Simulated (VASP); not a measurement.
# SiNi (P2_1/m) in VASP: notebook

Runs on SiNi. Level: PBE. Tasks: single point.

Program: VASP 6.6.1. These are calculated values, not measurements. Logs are shortened: lines on timing, memory, paths and dates and some standing lists are left out, and cuts for length are marked.

### 1 The cell of the first run

Symmetry: P2_1/m, No. 11, monoclinic system. Conventional cell: a = 5.154 Å, b = 3.375 Å, c = 12.239 Å, α = 90.00°, β = 90.00°, γ = 90.00°. Si (site symmetry m) has 6 Ni at 2.29 to 2.41 Å and 2 Si at 2.67 Å within 3.0 Å. Si (site symmetry m) has 5 Ni at 2.33 to 3.05 Å and 4 Si at 3.17 to 3.18 Å within 3.2 Å. Within 3.0 Å of Si (site symmetry m) lie 6 Ni at 2.29 to 2.41 Å and 2 Si at 2.67 Å. Within 3.0 Å of Si (site symmetry m) lie 6 Ni at 2.29 to 2.41 Å and 2 Si at 2.67 Å. Within 3.0 Å of Ni (site symmetry m) lie 6 Si at 2.29 to 2.41 Å and 4 Ni at 2.67 to 2.71 Å. Within 3.1 Å of Ni (site symmetry m) lie 6 Si at 2.33 to 3.05 Å and 2 Ni at 2.67 Å. Within 3.0 Å of Ni (site symmetry m) lie 5 Si at 2.29 to 2.41 Å and 4 Ni at 2.67 to 2.71 Å. Ni (site symmetry m) has 6 Si at 2.29 to 2.41 Å and 4 Ni at 2.67 to 2.71 Å within 3.0 Å.

### 2 Single point, PBE (the distance across one plane changed)

INCAR

```
SYSTEM = SiNi
ALGO = Fast
EDIFF = 1E-6
ENCUT = 520
GGA = PE
ISIF = 2
ISMEAR = 0
LASPH = .TRUE.
LCHARG = .FALSE.
LREAL = Auto
LWAVE = .FALSE.
NBANDS = 70
NELM = 60
PREC = Accurate
SIGMA = 0.15
```

KPOINTS

```
k-points
0
G
  8 11 4
  0 0 0
```

POSCAR

```
SiNi
1.0
   -5.1540864066      0.0000000000      0.0000000000
    0.0000000000     -3.3754900003      0.0000000000
    0.0000000000      0.0000000000     12.2394279321
Si Ni
8 8
Direct
    0.6787529608      0.2500000000      0.4977527583
    0.6787529608      0.2500000000      0.0386043408
    0.8212470392      0.7500000000      0.7273269670
    0.8212470392      0.7500000000      0.2681785495
    0.1787529608      0.2500000000      0.6501182854
    0.1787529608      0.2500000000      0.1909698680
    0.3212470392      0.7500000000      0.8796924942
    0.3212470392      0.7500000000      0.4205440767
    0.9917824239      0.7500000000      0.5456918948
    0.9917824239      0.7500000000      0.0865434773
    0.5082175761      0.2500000000      0.7752661035
    0.5082175761      0.2500000000      0.3161176860
    0.4917824239      0.7500000000      0.6021791490
    0.4917824239      0.7500000000      0.1430307315
    0.0082175761      0.2500000000      0.8317533577
    0.0082175761      0.2500000000      0.3726049402
```

Potentials or basis: VASP PAW PBE potentials, release 64 (Si, Ni).

The run is started by

```bash
> cat potpaw_PBE.64/Si/POTCAR potpaw_PBE.64/Ni/POTCAR > POTCAR
> mpirun -np 1 vasp_std > vasp.out
```

OUTCAR:

```text
SYSTEM = SiNi
   EDIFF = 1E-6
   ENCUT = 520
   GGA = PE
   ISIF = 2
   ISMEAR = 0
   LASPH = .TRUE.
   LREAL = Auto
   NELM = 60
   PREC = Accurate

 ion  position               nearest neighbor table
   1  0.679  0.250  0.498-  16 2.29  13 2.33  13 2.33  12 2.39   9 2.41   9 2.41   8 2.67   8 2.67

   2  0.679  0.250  0.039-  14 2.33  14 2.33  10 2.41  10 2.41  15 3.05
   3  0.821  0.750  0.727-  13 2.29  15 2.33  15 2.33   9 2.39  11 2.41  11 2.41   5 2.67   5 2.67

   4  0.821  0.750  0.268-  14 2.29  16 2.33  16 2.33  10 2.39  12 2.41  12 2.41   6 2.67   6 2.67

   5  0.179  0.250  0.650-  11 2.29   9 2.33   9 2.33  15 2.39  13 2.41  13 2.41   3 2.67   3 2.67

   6  0.179  0.250  0.191-  12 2.29  10 2.33  10 2.33  16 2.39  14 2.41  14 2.41   4 2.67   4 2.67

   7  0.321  0.750  0.880-  11 2.33  11 2.33  15 2.41  15 2.41  10 3.05
   8  0.321  0.750  0.421-   9 2.29  12 2.33  12 2.33  13 2.39  16 2.41  16 2.41   1 2.67   1 2.67

   9  0.992  0.750  0.546-   8 2.29   5 2.33   5 2.33   3 2.39   1 2.41   1 2.41  13 2.67  13 2.67
                            16 2.71  16 2.71
  10  0.992  0.750  0.087-   6 2.33   6 2.33   4 2.39   2 2.41   2 2.41  14 2.67  14 2.67   7 3.05

  11  0.508  0.250  0.775-   5 2.29   7 2.33   7 2.33   3 2.41   3 2.41  15 2.67  15 2.67  13 2.71
                            13 2.71
  12  0.508  0.250  0.316-   6 2.29   8 2.33   8 2.33   1 2.39   4 2.41   4 2.41  16 2.67  16 2.67
                            14 2.71  14 2.71
  13  0.492  0.750  0.602-   3 2.29   1 2.33   1 2.33   8 2.39   5 2.41   5 2.41   9 2.67   9 2.67
                            11 2.71  11 2.71
  14  0.492  0.750  0.143-   4 2.29   2 2.33   2 2.33   6 2.41   6 2.41  10 2.67  10 2.67  12 2.71
                            12 2.71
  15  0.008  0.250  0.832-   3 2.33   3 2.33   5 2.39   7 2.41   7 2.41  11 2.67  11 2.67   2 3.05

  16  0.008  0.250  0.373-   1 2.29   4 2.33   4 2.33   6 2.39   8 2.41   8 2.41  12 2.67  12 2.67
                             9 2.71   9 2.71

  LATTYP: Found a simple orthorhombic cell.
 ALAT       =     3.3754900003
 B/A-ratio  =     1.5269150275
 C/A-ratio  =     3.6259707275

  Lattice vectors:

 A1 = (   0.0000000000,   3.3754900003,   0.0000000000)
 A2 = (  -5.1540864066,   0.0000000000,   0.0000000000)
 A3 = (   0.0000000000,   0.0000000000,  12.2394279321)

Analysis of symmetry for initial positions (statically):
=====================================================================
 Subroutine PRICEL returns:
 Original cell was already a primitive cell.

 Routine SETGRP: Setting up the symmetry group for a
 simple orthorhombic supercell.

 Subroutine GETGRP returns: Found  4 space group operations
 (whereof  1 operations were pure point group operations)
 out of a pool of  8 trial point group operations.

The static configuration has the point symmetry C_1 .
 The point group associated with its full space group is C_2h.

Analysis of symmetry for dynamics (positions and initial velocities):
=====================================================================
 Subroutine PRICEL returns:
 Original cell was already a primitive cell.

 Routine SETGRP: Setting up the symmetry group for a
 simple orthorhombic supercell.

 Subroutine GETGRP returns: Found  4 space group operations
 (whereof  1 operations were pure point group operations)
 out of a pool of  8 trial point group operations.

The dynamic configuration has the point symmetry C_1 .
 The point group associated with its full space group is C_2h.

 Subroutine INISYM returns: Found  4 space group operations
 (whereof  1 operations are pure point group operations),
 and found     1 'primitive' translations

----------------------------------------------------------------------------------------

                                     Primitive cell

  volume of cell :     212.9363

  direct lattice vectors                    reciprocal lattice vectors
    -5.154086407  0.000000000  0.000000000    -0.194020806  0.000000000  0.000000000
     0.000000000 -3.375490000  0.000000000     0.000000000 -0.296253285  0.000000000
     0.000000000  0.000000000 12.239427932     0.000000000  0.000000000  0.081703165

  length of vectors
     5.154086407  3.375490000 12.239427932     0.194020806  0.296253285  0.081703165

  position of ions in fractional coordinates (direct lattice)
     0.678752961  0.250000000  0.497752758
     0.678752961  0.250000000  0.038604341
     0.821247039  0.750000000  0.727326967
     0.821247039  0.750000000  0.268178549
     0.178752961  0.250000000  0.650118285
     0.178752961  0.250000000  0.190969868
[... 8 lines left out ...]
     0.008217576  0.250000000  0.831753358
     0.008217576  0.250000000  0.372604940

  ion indices of the primitive-cell ions
   primitive index   ion index
                 1           1
                 2           2
                 3           3
                 4           4
                 5           5
                 6           6
[... 8 lines left out ...]
                15          15
                16          16

----------------------------------------------------------------------------------------

 KPOINTS: k-points

Automatic generation of k-mesh.
 Grid dimensions read from file:
 generate k-points for:    8   11    4

 Generating k-lattice:

  Cartesian coordinates                     Fractional coordinates (reciprocal lattice)
    -0.024252601  0.000000000  0.000000000     0.125000000  0.000000000  0.000000000
     0.000000000 -0.026932117  0.000000000     0.000000000  0.090909091  0.000000000
     0.000000000  0.000000000  0.020425791     0.000000000  0.000000000  0.250000000

  Length of vectors
     0.024252601  0.026932117  0.020425791

  Shift w.r.t. Gamma in fractional coordinates (k-lattice)
     0.000000000  0.000000000  0.000000000

 Subroutine IBZKPT returns following result:
 ===========================================

 Found    108 irreducible k-points:

 Following reciprocal coordinates:
            Coordinates               Weight
  0.000000  0.000000  0.000000      1.000000
  0.125000  0.000000  0.000000      2.000000
  0.250000  0.000000  0.000000      2.000000
  0.375000  0.000000  0.000000      2.000000
  0.500000  0.000000  0.000000      1.000000
  0.000000  0.090909  0.000000      2.000000
[... 16 lines left out ...]
  0.250000  0.363636  0.000000      4.000000
  0.375000  0.363636  0.000000      4.000000
 [... further k-points ...]
   k-points           NKPTS =    108   k-points in BZ     NKDIM =    108   number of bands    NBANDS=     70
   number of dos      NEDOS =    301   number of ions     NIONS =     16
   total plane-waves  NPLWV = 107520
   dimension x,y,z NGX =    40 NGY =   28 NGZ =   96
   dimension x,y,z NGXF=    80 NGYF=   56 NGZF=  192
   ions per type =               8   8
   NGX,Y,Z   is equivalent  to a cutoff of  12.90, 13.79, 13.04 a.u.
   NGXF,Y,Z  is equivalent  to a cutoff of  25.80, 27.58, 26.08 a.u.
 SYSTEM =  SiNi
   PREC   = accura    normal or accurate (medium, high low for compatibility)
   ISTART =      0    job   : 0-new  1-cont  2-samecut
   ICHARG =      2    charge: 1-file 2-atom 10-const
   ISPIN  =      1    spin polarized calculation?
   LNONCOLLINEAR =      F non collinear calculations
   LSORBIT =      F    spin-orbit coupling
   LASPH  =      T    aspherical Exc in radial PAW
   ENCUT  =  520.0 eV  38.22 Ry    6.18 a.u.   9.58  6.28 22.76*2*pi/ulx,y,z
   NELM   =     60;   NELMIN=  2; NELMDL= -5     # of ELM steps
   EDIFF  = 0.1E-05   stopping-criterion for ELM
   LREAL  =      T    real-space projection
   EDIFFG = 0.1E-04   stopping-criterion for IOM
   NSW    =      0    number of steps for IOM
[... 5 lines left out ...]
   TEBEG  =    0.0;   TEEND  =   0.0 temperature during run
   PSTRESS=    0.0 pullay stress
   NELECT =     112.0000    total number of electrons
   NUPDOWN=      -1.0000    fix difference up-down
   EMIN   =  10.00;   EMAX   =-10.00  energy-range for DOS
   EFERMI =   0.00;   METHOD = LEGACY
   ISMEAR =     0;   SIGMA  =   0.15  broadening in eV -4-tet -1-fermi 0-gaus
   EFERMI_NEDOS =   21; number of points for ismear=-14 and -15
   IALGO  =     68    algorithm
   IMIX   =      4    mixing-type and parameters
     AMIX     =   0.40;   BMIX     =  1.00
     AMIX_MAG =   1.60;   BMIX_MAG =  1.00
  volume/ion in A,a.u.               =      13.31        89.81
  Fermi-wavevector in a.u.,A,eV,Ry     =   1.321491  2.497256 23.760386  1.746339
  Thomas-Fermi vector in A             =   2.451241
   LORBIT       =      0    0 simple, 1 ext, 2 COOP (PROOUT), +10 PAW based schemes
   GGA     = PE    functional components
   LHFCALC =     F    Hartree Fock is set to
   AEXX    =    0.0000 exact exchange contribution
   IVDW    =     0    specifies the selected vdW correction
   LEPSILON=     F    determine dielectric tensor
   LRPA    =     F    only Hartree local field effects (RPA)
 non-spin polarized calculation
 RMM-DIIS sequential band-by-band and
 Gauss-broadening in eV      SIGMA  =   0.15
  energy-cutoff  :      520.00
  volume of cell :      212.94
 maximum number of plane-waves:      5769
 NGX is ok and might be reduce to    40
   NGX = 19   NGY = 13   NGZ = 45

 number of electron     111.9999985 magnetization

 Free energy of the ion-electron system (eV)
  ---------------------------------------------------
  ext. energy  EPLUGINS =         0.00000000
  ---------------------------------------------------
  free energy    TOTEN  =       -92.82376932 eV

  energy without entropy =      -92.75478272  energy(sigma->0) =      -92.78927602

 E-fermi :   9.0725     XC(G=0): -11.6879

 val. band max:        9.0700369266   @ k =   0.1250   0.2727   0.0000
 cond. band min:       9.0824782336   @ k =   0.3750   0.4545   0.2500
 fundamental gap:      0.0124413070
 Fermi energy:         9.0725047352

 k-point     1 :       0.0000    0.0000    0.0000
  band No.  band energies     occupation
      1      -3.5594      2.00000
      2      -2.7167      2.00000
      3      -1.8515      2.00000
      4       0.0861      2.00000
      5       0.4590      2.00000
      6       1.5175      2.00000
[... 60 lines left out ...]
     67      13.3226      0.00000
     68      13.4666      0.00000
[... 1631 lines left out ...]
     67      11.9106      0.00000
     68      12.6405      0.00000

 [... further k-points ...]

 [bands above 68 left out]

------------------------ aborting loop because EDIFF is reached ----------------------------------------

  FORCE on cell =-STRESS in cart. coord.  units (eV):
  Direction    XX          YY          ZZ          XY          YZ          ZX
  --------------------------------------------------------------------------------------
  -------------------------------------------------------------------------------------
  Total       -3.7410968     -3.7898233     -9.6415463      0.0000000      0.0000000     -1.2371322
  in kB      -28.1488005    -28.5154288    -72.5450249      0.0000000      0.0000000     -9.3084429
  external PRESSURE =     -43.0697514 kB  Pullay stress =       0.0000000 kB

 VOLUME and BASIS-vectors are now :
 -----------------------------------------------------------------------------
  energy-cutoff  :      520.00
  volume of cell :      212.94
      direct lattice vectors                 reciprocal lattice vectors
    -5.154086407  0.000000000  0.000000000    -0.194020806  0.000000000  0.000000000
     0.000000000 -3.375490000  0.000000000     0.000000000 -0.296253285  0.000000000
     0.000000000  0.000000000 12.239427932     0.000000000  0.000000000  0.081703165

 POSITION                                       TOTAL-FORCE (eV/Angst)
 -----------------------------------------------------------------------------------
     -3.49835     -0.84387      6.09221         0.020768      0.000000      0.034835
     -3.49835     -0.84387      0.47250        -0.341196      0.000000     -0.687672
     -4.23278     -2.53162      8.90207         0.086229      0.000000      0.444763
     -4.23278     -2.53162      3.28235         0.116428      0.000000     -0.279574
     -0.92131     -0.84387      7.95708        -0.116428     -0.000000      0.279574
     -0.92131     -0.84387      2.33736        -0.086229      0.000000     -0.444763
[... 8 lines left out ...]
     -0.04235     -0.84387     10.18019        -0.029482      0.000000      0.451656
     -0.04235     -0.84387      4.56047        -0.020783     -0.000000     -0.066504
 -----------------------------------------------------------------------------------
    total drift:                               -0.000019     -0.000000      0.000253

  FREE ENERGIE OF THE ION-ELECTRON SYSTEM (eV)
  ---------------------------------------------------
  free  energy   TOTEN  =       -92.8237693162 eV

  energy  without entropy=      -92.7547827227  energy(sigma->0) =      -92.78927602
```

Wall time 88 min (1 thread of Oxide Virtual Turin-like, shared host); peak memory 0.94 GiB.

Results:

- Free energy: -92.8238 eV
- Pressure: -4.3 GPa
- Largest force: 0.768 eV/Å
- Band gap on the k mesh: zero (bands 56 and 57 overlap by 1.97 eV)

Forces on the atoms (eV/Å):
```
Si   0.021  0.000  0.035
Si  -0.341  0.000 -0.688
Si   0.086  0.000  0.445
Si   0.116  0.000 -0.280
Si  -0.116  0.000  0.280
Si  -0.086  0.000 -0.445
Si   0.341  0.000  0.688
Si  -0.021  0.000 -0.035
Ni   0.021  0.000  0.067
Ni   0.029  0.000 -0.452
Ni   0.059  0.000  0.464
Ni  -0.039  0.000  0.078
Ni   0.039  0.000 -0.078
Ni  -0.059  0.000 -0.464
Ni  -0.029  0.000  0.452
Ni  -0.021  0.000 -0.067
```

Caveat: the cell differs from its parent crystal (the distance across one plane changed); the cell stands under tension.

### 3 Single point, PBE (the distance across one plane changed)

INCAR

```
PREC     = Accurate       # precision mode
ENCUT    = 520            # plane-wave cutoff, eV
EDIFF    = 1E-6           # SCF threshold, eV
ISMEAR   = 0              # smearing method
SIGMA    = 0.15           # smearing width, eV
LREAL    = Auto         
LASPH    = T              # aspherical terms in the spheres
NELM     = 80             # most SCF steps
ALGO     = Fast           # electronic algorithm
ISIF     = 2              # what is computed and relaxed
LWAVE    = F              # write WAVECAR
LCHARG   = T              # write CHGCAR
GGA      = PE             # functional
LVHAR    = T            
NBANDS   = 70             # bands
KPAR     = 4
```

KPOINTS

```
Automatic mesh
0
Gamma
  8 11 4
```

POSCAR

```
SiNi
1.0
   -5.1540864066      0.0000000000      0.0000000000
    0.0000000000     -3.3754900003      0.0000000000
    0.0000000000      0.0000000000     17.2394279321
Si Ni
8 8
Direct
    0.6787529608      0.2500000000      0.3533881192
    0.6787529608      0.2500000000      0.0274078147
    0.8212470392      0.7500000000      0.5163782714
    0.8212470392      0.7500000000      0.1903979670
    0.1787529608      0.2500000000      0.4615626420
    0.1787529608      0.2500000000      0.1355823375
    0.3212470392      0.7500000000      0.6245527942
    0.3212470392      0.7500000000      0.2985724897
    0.9917824239      0.7500000000      0.3874233325
    0.9917824239      0.7500000000      0.0614430280
    0.5082175761      0.2500000000      0.5504134847
    0.5082175761      0.2500000000      0.2244331802
    0.4917824239      0.7500000000      0.4275274287
    0.4917824239      0.7500000000      0.1015471242
    0.0082175761      0.2500000000      0.5905175809
    0.0082175761      0.2500000000      0.2645372765
```

Potentials or basis: VASP PAW PBE potentials, release 64 (Si, Ni).

The run is started by

```bash
> cat potpaw_PBE.64/Si/POTCAR potpaw_PBE.64/Ni/POTCAR > POTCAR
> mpirun -np 4 vasp_std > vasp.out
```

Run time: 33 min. Hardware: 4 MPI ranks of AMD EPYC 9755, shared host; peak memory 1.3 GiB.

Results (log left out):

```yaml
Free_energy: -90.9989 eV
Pressure: -2.6 GPa
Largest_force: 0.712 eV/Å
Band_gap_on_the_k_mesh: zero (bands 56 and 57 overlap by 1.75 eV)
```

Forces on the atoms (eV/Å):
```
Si   0.040  0.000  0.039
Si  -0.227  0.000  0.612
Si   0.066  0.000  0.655
Si   0.154  0.000 -0.372
Si  -0.154  0.000  0.372
Si  -0.066  0.000 -0.655
Si   0.227  0.000 -0.612
Si  -0.040  0.000 -0.039
Ni   0.029  0.000  0.000
Ni   0.501  0.000  0.506
Ni   0.246  0.000  0.178
Ni  -0.052  0.000  0.137
Ni   0.052  0.000 -0.137
Ni  -0.246  0.000 -0.178
Ni  -0.501  0.000 -0.506
Ni  -0.029  0.000  0.000
```

Stress tensor (GPa, compression positive):
```
-3.09  0.00 -0.18
 0.00 -2.53  0.00
-0.18  0.00 -2.16
```

Levels at points of the mesh, in eV from the Fermi level:
```csv
k point,band 54,band 55,band 56,band 57,band 58,band 59
"(0.00, 0.00, 0.00)",-0.43,-0.40,0.15,0.26,0.63,0.69
"(0.50, 0.00, 0.00)",0.72,1.20,1.29,1.42,1.49,1.55
"(0.00, 0.00, 0.50)",-0.40,-0.40,0.15,0.27,0.59,0.69
"(0.50, 0.00, 0.50)",0.75,1.20,1.28,1.45,1.49,1.49
```

Caveat: the cell differs from its parent crystal (the distance across one plane changed).
